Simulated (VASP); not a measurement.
Set up this calculation in VASP 6.6.1, as the native input.

* Task: single point
* Functional: LDA
* Potentials or basis: VASP PAW LDA potentials, release 64 (In_d)
* Cutoff: 520 eV
* k mesh: 11 × 11 × 11
* Occupations: fermi-dirac, width 0.05 eV
* Spin: no spin polarisation
* Dipole correction: no
* Further INCAR settings: ALGO = Fast; EDIFF = 1e-06; NBANDS = 12

The structure of In lies in POSCAR:

```
In
1.0
   -1.6573500545      1.6573500545      2.5222162388
    1.6573500545     -1.6573500545      2.5222162388
    1.6573500545      1.6573500545     -2.5222162388
In
1
Direct
    0.0000000000      0.0000000000      0.0000000000
```

This cell differs from its parent crystal: volume scaled by 1.06.

These files were run (other wordings do the same):

INCAR

```
SYSTEM = In
  PREC = Accurate
  ENCUT = 520
  EDIFF = 1E-6
  ISMEAR = -1
  SIGMA = 0.05
  LREAL = .FALSE.
  LASPH = .TRUE.
  NELM = 100
  ALGO = Fast
  ISIF = 2
  LWAVE = .FALSE.
  LCHARG = .FALSE.
  NBANDS = 12
```

KPOINTS

```
Automatic mesh
0
G
  11 11 11
  0 0 0
```

Potentials or basis: VASP PAW LDA potentials, release 64 (In_d).

Command:

```sh
$ cat potpaw_LDA.64/In_d/POTCAR > POTCAR
$ mpirun -np 1 vasp_std > vasp.out
```

It gave:

| Property | Result |
| --- | --- |
| Pressure | -4.3 GPa |

It took 55 s on 1 thread of Intel(R) Xeon(R) Platinum 8259CL CPU @ 2.50GHz (Skylake/Cascade Lake) (shared host), peak memory 0.16 GiB.
